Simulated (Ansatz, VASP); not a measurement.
One calculation of TaF3, two programs

File INCAR:

```
PREC = Accurate ; ENCUT = 520
EDIFF = 1E-6 ; ISMEAR = 0
SIGMA = 0.15 ; LREAL = F
LASPH = T ; NELM = 80
ALGO = Normal ; ISIF = 2
LWAVE = F ; LCHARG = F
GGA = PS ; NBANDS = 24
```

KPOINTS

```
regular mesh
0
Gamma
  12 12 12
```

Contents of POSCAR:

```
TaF3
1.0
    3.9012000000      0.0000000000      0.0000000000
    0.0000000000      3.9012000000      0.0000000000
    0.0000000000      0.0000000000      4.0572480000
Ta F
1 3
Direct
    0.0000000000      0.0000000000      0.0000000000
    0.5000000000      0.0000000000      0.0000000000
    0.0000000000      0.5000000000      0.0000000000
    0.0000000000      0.0000000000      0.5000000000
```

Input for Ansatz:

```yaml
crystal:
  lattice:
    - [3.9012, 0.0, 0.0]
    - [0.0, 3.9012, 0.0]
    - [0.0, 0.0, 4.057248]
  atoms:
    - { symbol: Ta, position: [0.0, 0.0, 0.0] }
    - { symbol: F, position: [0.5, 0.0, 0.0] }
    - { symbol: F, position: [0.0, 0.5, 0.0] }
    - { symbol: F, position: [0.0, 0.0, 0.5] }
basis:
  ecutwfc: 420
kpoints:
  mp_grid: { grid: [12, 12, 12] }
hamiltonian:
  xc: pbesol
scf:
  occupations: { method: gaussian, width: 0.15 }
output:
  forces: true
  stress: true
  eigenvalues: true
```

Change from the starting cell: strain +0.0400 x Voigt [0, 0, 1, 0, 0, 0], atoms carried along.

Alike in both runs: task single point; functional PBEsol; k mesh 12 × 12 × 12; occupations gaussian, width 0.15 eV; no spin polarisation.

|  | VASP | Ansatz |
| --- | --- | --- |
| version | VASP 6.6.1 | Ansatz 0.2.0 |
| potentials or method | VASP PAW PBE potentials, release 64 (Ta_pv, F), cutoff 520 eV | scalar-relativistic, plane waves, PAW |
| valence electrons in the cell | 32 | 34 |

Ansatz gave:

* gap on the k mesh at the Fermi level (eV): none
* pressure (GPa): 13.6
* traceless stress, the component that is largest in VASP (GPa): -9.18

Which values does VASP return?

gap on the k mesh at the Fermi level (eV): none; pressure (GPa): 14.0; traceless stress, the component that is largest in VASP (GPa): -9.34.

VASP's potentials were made for PBE, not for PBEsol. A gap of «none» marks a metal or a gap that the smearing closes. VASP's potentials hold 32 valence electrons a cell and Ansatz's 34, so a difference there can come from the potentials and not from the codes.

Spin-orbit coupling is off throughout.
